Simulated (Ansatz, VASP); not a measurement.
**Si3C in VASP and in Ansatz**

```
Si C
1.0
     2.88725    0.00000    0.00000
    -1.44363    2.50043    0.00000
     0.00000    0.00000    6.65469
Si C
3 1
Direct
  0.33333 0.66667 0.68312
  0.33333 0.66667 0.31688
  0.66667 0.33333 0.00000
  0.66667 0.33333 0.50000
```

Alike in both runs: task relaxation of cell and atoms; functional PBE; k mesh 18 × 18 × 8; occupations gaussian, width 0.1 eV; no spin polarisation.

```csv
,VASP,Ansatz
version,VASP 6.6.1,Ansatz 0.2.0
potentials or method,"VASP PAW PBE potentials, release 64 (Si, C), cutoff 600 eV","scalar-relativistic, plane waves, PAW"
valence electrons in the cell,16,16
```

```tsv
	VASP	Ansatz	Ansatz less VASP
gap on the k mesh at the Fermi level, each at its own relaxed structure (eV)	none	none	-
relaxed volume (Å³/atom)	11.96	11.96	+0.002
relaxed cell length with the largest relative difference (Å)	6.544	6.549	+0.0047
```

A gap of «none» marks a metal or a gap that the smearing closes.
